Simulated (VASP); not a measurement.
## MgB: relaxation of cell and atoms with r2SCAN+rVV10

MgB:

```
CELL_PARAMETERS angstrom
2.89515 0.00000 0.00000
0.00000 2.89515 0.00000
0.00000 0.00000 2.89515
ATOMIC_POSITIONS crystal
Mg 0.00000 0.00000 0.00000
B 0.50000 0.50000 0.50000
```

```
Program                : VASP 6.6.1
Task                   : relaxation of cell and atoms
Functional             : r2SCAN
Dispersion             : rVV10
Potentials or basis    : VASP PAW PBE potentials, release 64 (Mg, B)
Cutoff                 : 600 eV
k mesh                 : 9 × 9 × 9
Occupations            : fermi-dirac, width 0.05 eV
Spin                   : no spin polarisation
Dipole correction      : no
Further INCAR settings : ALGO = Normal; EDIFF = 1e-06; IBRION = 2; EDIFFG = -0.01; NSW = 60; ISIF = 3
```

* Relaxed volume: 11.92 Å³/atom
* Relaxed cell: a = 2.878 Å, b = 2.878 Å, c = 2.878 Å, α = 90.00°, β = 90.00°, γ = 90.00°
* Space group after relaxing (to 0.05 Å): Pm-3m (No. 221)
* Energy gained by relaxing: 1.2 meV/atom
* Ionic steps: 2
* Pressure after relaxing: -0.1 GPa

Step by step:
```
step  energy change (eV)  largest force (eV/Å)  pressure (GPa)  volume (Å³)
   1              0.0000                0.0000           -1.63        24.27
   2             -0.0023                0.0000           -0.10        23.84
```

Final structure:
```
CELL_PARAMETERS angstrom
2.87792 0.00000 0.00000
0.00000 2.87792 0.00000
0.00000 0.00000 2.87792
ATOMIC_POSITIONS crystal
Mg 0.00000 0.00000 0.00000
B 0.50000 0.50000 0.50000
```

Levels at points of the mesh, in eV from the Fermi level:
| k point | band 1 | band 2 | band 3 | band 4 | band 5 | band 6 |
| --- | --- | --- | --- | --- | --- | --- |
| (0.00, 0.00, 0.00) | -11.77 | 2.62 | 2.62 | 2.62 | 7.24 | 7.24 |

Run time: 37 s on 1 thread of Intel Xeon 6975P-C (shared host), peak memory 0.22 GiB.

Caveat: the PAW data sets were made with another functional, which shifts forces and pressure a little.
